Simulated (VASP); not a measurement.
# TiH (P6_3/mmc) in VASP: further runs

Runs on TiH. Level: r2SCAN. Tasks: single point, relaxation of volume and atoms at fixed shape.

Program: VASP 6.6.1. These are calculated values, not measurements. Logs are shortened: lines on timing, memory, paths and dates and some standing lists are left out, and cuts for length are marked.

**1. The cell of the first run**

Symmetry: P6_3/mmc, No. 194, hexagonal system. The conventional cell has a = 2.865 Å, b = 2.865 Å, c = 5.241 Å, α = 90.00°, β = 90.00°, γ = 120.00°. Ti (site symmetry -3m) has 6 H at 2.11 Å and 2 Ti at 2.62 Å within 2.8 Å. Within 2.8 Å of H (site symmetry -6m2) lie 6 Ti at 2.11 Å.

**2. Single point, r2SCAN**

The input, POSCAR:

```
TiH
1.0
    2.8654876373      0.0000000000      0.0000000000
   -1.4327438186      2.4815850881      0.0000000000
    0.0000000000      0.0000000000      5.2411694906
Ti H
2 2
Direct
    0.0000000000      0.0000000000      0.0000000000
    0.0000000000      0.0000000000      0.5000000000
    0.6666666667      0.3333333333      0.7500000000
    0.3333333333      0.6666666667      0.2500000000
```

The input, INCAR.step1:

```
PREC = Accurate ; ENCUT = 520
ISMEAR = 1 ; SIGMA = 0.05
LREAL = F ; LASPH = T
NELM = 100 ; NBANDS = 21
GGA = PE ; ALGO = Normal
EDIFF = 1E-4 ; LWAVE = T
LCHARG = F
```

The input, INCAR.step2:

```
PREC = Accurate ; ENCUT = 520
EDIFF = 1E-6 ; ISMEAR = 1
SIGMA = 0.05 ; LREAL = F
LASPH = T ; NELM = 100
ALGO = Normal ; ISIF = 2
LWAVE = F ; LCHARG = F
METAGGA = R2SCAN ; LMIXTAU = T
NBANDS = 21 ; ISTART = 1
```

The input, KPOINTS:

```
Automatic mesh
0
Gamma
  10 10 5
```

Potentials or basis: VASP PAW PBE potentials, release 64 (Ti_sv, H).

On the command line:

```
> cat potpaw_PBE.64/Ti_sv/POTCAR potpaw_PBE.64/H/POTCAR > POTCAR
> cp INCAR.step1 INCAR
> mpirun -np 1 vasp_std > vasp.out
> cp INCAR.step2 INCAR
> mpirun -np 1 vasp_std > vasp.out
```

OUTCAR:

```text
PREC = Accurate
   ENCUT = 520
   EDIFF = 1E-6
   ISMEAR = 1
   LREAL = F
   LASPH = T
   NELM = 100
   ISIF = 2
   METAGGA = R2SCAN
   ISTART = 1

 ion  position               nearest neighbor table
   1  0.000  0.000  0.000-   2 2.62   2 2.62
   2  0.000  0.000  0.500-   1 2.62   1 2.62
   3  0.667  0.333  0.750-
   4  0.333  0.667  0.250-

  LATTYP: Found a hexagonal cell.
 ALAT       =     2.8654876373
 C/A-ratio  =     1.8290672144

  Lattice vectors:

 A1 = (   2.8654876373,   0.0000000000,   0.0000000000)
 A2 = (  -1.4327438186,   2.4815850881,   0.0000000000)
 A3 = (   0.0000000000,   0.0000000000,   5.2411694906)

Analysis of symmetry for initial positions (statically):
=====================================================================
 Subroutine PRICEL returns:
 Original cell was already a primitive cell.

 Routine SETGRP: Setting up the symmetry group for a
 hexagonal supercell.

 Subroutine GETGRP returns: Found 24 space group operations
 (whereof 12 operations were pure point group operations)
 out of a pool of 24 trial point group operations.

The static configuration has the point symmetry D_3d.
 The point group associated with its full space group is D_6h.

Analysis of symmetry for dynamics (positions and initial velocities):
=====================================================================
 Subroutine PRICEL returns:
 Original cell was already a primitive cell.

 Routine SETGRP: Setting up the symmetry group for a
 hexagonal supercell.

 Subroutine GETGRP returns: Found 24 space group operations
 (whereof 12 operations were pure point group operations)
 out of a pool of 24 trial point group operations.

The dynamic configuration has the point symmetry D_3d.
 The point group associated with its full space group is D_6h.

 Subroutine INISYM returns: Found 24 space group operations
 (whereof 12 operations are pure point group operations),
 and found     1 'primitive' translations

----------------------------------------------------------------------------------------

                                     Primitive cell

  volume of cell :      37.2697

  direct lattice vectors                    reciprocal lattice vectors
     2.865487637  0.000000000  0.000000000     0.348980741  0.201484125  0.000000000
    -1.432743819  2.481585088  0.000000000     0.000000000  0.402968250  0.000000000
     0.000000000  0.000000000  5.241169491     0.000000000  0.000000000  0.190797112

  length of vectors
     2.865487637  2.865487637  5.241169491     0.402968250  0.402968250  0.190797112

  position of ions in fractional coordinates (direct lattice)
     0.000000000  0.000000000  0.000000000
     0.000000000  0.000000000  0.500000000
     0.666666667  0.333333333  0.750000000
     0.333333333  0.666666667  0.250000000

  ion indices of the primitive-cell ions
   primitive index   ion index
                 1           1
                 2           2
                 3           3
                 4           4

----------------------------------------------------------------------------------------

 KPOINTS: Automatic mesh

Automatic generation of k-mesh.
 Grid dimensions read from file:
 generate k-points for:   10   10    5

 Generating k-lattice:

  Cartesian coordinates                     Fractional coordinates (reciprocal lattice)
     0.034898074  0.020148412  0.000000000     0.100000000  0.000000000  0.000000000
     0.000000000  0.040296825  0.000000000     0.000000000  0.100000000  0.000000000
     0.000000000  0.000000000  0.038159422     0.000000000  0.000000000  0.200000000

  Length of vectors
     0.040296825  0.040296825  0.038159422

  Shift w.r.t. Gamma in fractional coordinates (k-lattice)
     0.000000000  0.000000000  0.000000000

 Subroutine IBZKPT returns following result:
 ===========================================

 Found     42 irreducible k-points:

 Following reciprocal coordinates:
            Coordinates               Weight
  0.000000  0.000000  0.000000      1.000000
  0.100000  0.000000  0.000000      6.000000
  0.200000  0.000000  0.000000      6.000000
  0.300000  0.000000  0.000000      6.000000
  0.400000 -0.000000  0.000000      6.000000
  0.500000 -0.000000  0.000000      3.000000
[... 16 lines left out ...]
  0.300000  0.100000  0.200000     24.000000
  0.400000  0.100000  0.200000     24.000000
 [... further k-points ...]
   k-points           NKPTS =     42   k-points in BZ     NKDIM =     42   number of bands    NBANDS=     21
   number of dos      NEDOS =    301   number of ions     NIONS =      4
   total plane-waves  NPLWV =  23040
   dimension x,y,z NGX =    24 NGY =   24 NGZ =   40
   dimension x,y,z NGXF=    48 NGYF=   48 NGZF=   80
   ions per type =               2   2
   NGX,Y,Z   is equivalent  to a cutoff of  13.92, 13.92, 12.69 a.u.
   NGXF,Y,Z  is equivalent  to a cutoff of  27.85, 27.85, 25.38 a.u.
 SYSTEM =  unknown system
   PREC   = accura    normal or accurate (medium, high low for compatibility)
   ISTART =      1    job   : 0-new  1-cont  2-samecut
   ICHARG =      0    charge: 1-file 2-atom 10-const
   ISPIN  =      1    spin polarized calculation?
   LNONCOLLINEAR =      F non collinear calculations
   LSORBIT =      F    spin-orbit coupling
   LASPH  =      T    aspherical Exc in radial PAW
   ENCUT  =  520.0 eV  38.22 Ry    6.18 a.u.   5.33  5.33  9.75*2*pi/ulx,y,z
   NELM   =    100;   NELMIN=  2; NELMDL=  0     # of ELM steps
   EDIFF  = 0.1E-05   stopping-criterion for ELM
   LREAL  =      F    real-space projection
   EDIFFG = 0.1E-04   stopping-criterion for IOM
   NSW    =      0    number of steps for IOM
   IBRION =     -1    ionic relax: 0-MD 1-quasi-New 2-CG
   NFREE  =      0    steps in history (QN), initial steepest desc. (CG)
   ISIF   =      2    stress and relaxation
   ISYM   =      2    0-nonsym 1-usesym 2-fastsym
   POTIM  = 0.5000    time-step for ionic-motion
   TEBEG  =    0.0;   TEEND  =   0.0 temperature during run
   PSTRESS=    0.0 pullay stress
   NELECT =      26.0000    total number of electrons
   NUPDOWN=      -1.0000    fix difference up-down
   EMIN   =  10.00;   EMAX   =-10.00  energy-range for DOS
   EFERMI =   0.00;   METHOD = LEGACY
   ISMEAR =     1;   SIGMA  =   0.05  broadening in eV -4-tet -1-fermi 0-gaus
   EFERMI_NEDOS =   21; number of points for ismear=-14 and -15
   IALGO  =     38    algorithm
   IMIX   =      4    mixing-type and parameters
     AMIX     =   0.40;   BMIX     =  1.00
     AMIX_MAG =   1.60;   BMIX_MAG =  1.00
  volume/ion in A,a.u.               =       9.32        62.88
  Fermi-wavevector in a.u.,A,eV,Ry     =   1.451935  2.743760 28.682667  2.108117
  Thomas-Fermi vector in A             =   2.569375
   LORBIT       =      0    0 simple, 1 ext, 2 COOP (PROOUT), +10 PAW based schemes
   METAGGA = R2SCAN    functional components
   LHFCALC =     F    Hartree Fock is set to
   AEXX    =    0.0000 exact exchange contribution
   IVDW    =     0    specifies the selected vdW correction
   LEPSILON=     F    determine dielectric tensor
   LRPA    =     F    only Hartree local field effects (RPA)
 non-spin polarized calculation
 Methfessel and Paxton  Order N= 1 SIGMA  =   0.05
  energy-cutoff  :      520.00
  volume of cell :       37.27
 maximum number of plane-waves:      1027
 NGX is ok and might be reduce to    24
   NGX = 11   NGY = 11   NGZ = 19

 number of electron      25.9999996 magnetization

 Free energy of the ion-electron system (eV)
  ---------------------------------------------------
  ext. energy  EPLUGINS =         0.00000000
  ---------------------------------------------------
  free energy    TOTEN  =       -33.47978365 eV

  energy without entropy =      -33.47868470  energy(sigma->0) =      -33.47941734

 E-fermi :   8.8683     XC(G=0): -12.6269

 val. band max:        8.8523313922   @ k =   0.2000   0.1000   0.4000
 cond. band min:       8.8721334580   @ k =   0.4000   0.2000   0.4000
 fundamental gap:      0.0198020659
 Fermi energy:         8.8682704969

 k-point     1 :       0.0000    0.0000    0.0000
  band No.  band energies     occupation
      1     -50.2743      2.00000
      2     -50.1284      2.00000
      3     -25.9674      2.00000
      4     -25.1862      2.00000
      5     -25.1862      2.00000
      6     -25.0973      2.00000
[... 13 lines left out ...]
     20      12.7500      0.00000
     21      15.8701      0.00000

 k-point     2 :       0.1000    0.0000    0.0000
  band No.  band energies     occupation
      1     -50.2639      2.00000
      2     -50.1188      2.00000
      3     -25.9527      2.00000
      4     -25.2535      2.00000
      5     -25.2007      2.00000
      6     -25.1568      2.00000
[... 13 lines left out ...]
     20      12.7176      0.00000
     21      15.8464      0.00000

 k-point     3 :       0.2000    0.0000    0.0000
  band No.  band energies     occupation
      1     -50.2364      2.00000
      2     -50.0934      2.00000
      3     -25.9143      2.00000
      4     -25.4270      2.00000
      5     -25.3107      2.00000
      6     -25.2383      2.00000
[... 13 lines left out ...]
     20      12.6339      0.00000
     21      15.7522      0.00000
[... 457 lines left out ...]
 k-point    23 :       0.3000    0.1000    0.2000
  band No.  band energies     occupation
      1     -50.1700      2.00000
      2     -50.0575      2.00000
      3     -25.7547      2.00000
      4     -25.7090      2.00000
      5     -25.5890      2.00000
      6     -25.3307      2.00000
[... 13 lines left out ...]
     20      12.5320      0.00000
     21      15.3007      0.00000

 k-point    24 :       0.4000    0.1000    0.2000
  band No.  band energies     occupation
      1     -50.1509      2.00000
      2     -50.0396      2.00000
      3     -25.8150      2.00000
      4     -25.7280      2.00000
      5     -25.6860      2.00000
      6     -25.3639      2.00000
[... 13 lines left out ...]
     20      13.4832      0.00000
     21      14.6494      0.00000

 [... further k-points ...]

------------------------ aborting loop because EDIFF is reached ----------------------------------------

  FORCE on cell =-STRESS in cart. coord.  units (eV):
  Direction    XX          YY          ZZ          XY          YZ          ZX
  --------------------------------------------------------------------------------------
  -------------------------------------------------------------------------------------
  Total       -0.0924779     -0.0924779      0.5153512     -0.0000000      0.0000000      0.0000000
  in kB       -3.9755096     -3.9755096     22.1542947     -0.0000000      0.0000000      0.0000000
  external PRESSURE =       4.7344252 kB  Pullay stress =       0.0000000 kB

 VOLUME and BASIS-vectors are now :
 -----------------------------------------------------------------------------
  energy-cutoff  :      520.00
  volume of cell :       37.27
      direct lattice vectors                 reciprocal lattice vectors
     2.865487637  0.000000000  0.000000000     0.348980741  0.201484125  0.000000000
    -1.432743819  2.481585088  0.000000000     0.000000000  0.402968250  0.000000000
     0.000000000  0.000000000  5.241169491     0.000000000  0.000000000  0.190797112

 POSITION                                       TOTAL-FORCE (eV/Angst)
 -----------------------------------------------------------------------------------
      0.00000      0.00000      0.00000         0.000000      0.000000      0.000000
      0.00000      0.00000      2.62058         0.000000      0.000000      0.000000
      1.43274      0.82720      3.93088        -0.000000      0.000000     -0.000000
     -0.00000      1.65439      1.31029        -0.000000      0.000000      0.000000
 -----------------------------------------------------------------------------------
    total drift:                               -0.000000      0.000000      0.000000

  FREE ENERGIE OF THE ION-ELECTRON SYSTEM (eV)
  ---------------------------------------------------
  free  energy   TOTEN  =       -33.4797836529 eV

  energy  without entropy=      -33.4786847034  energy(sigma->0) =      -33.47941734
```

Wall time 72 s (1 thread of Intel Xeon Platinum 8488C (Sapphire Rapids), shared host); peak memory 0.18 GiB.

Results:

* Free energy: -33.4798 eV
* Pressure: 0.5 GPa
* Band gap on the k mesh: zero (band 13 reaches 9.61 eV, above the bottom of band 14 at 8.33 eV)

Caveat: the PAW data sets were made with another functional, which shifts forces and pressure a little.

(Continued in part 2 of 2.)
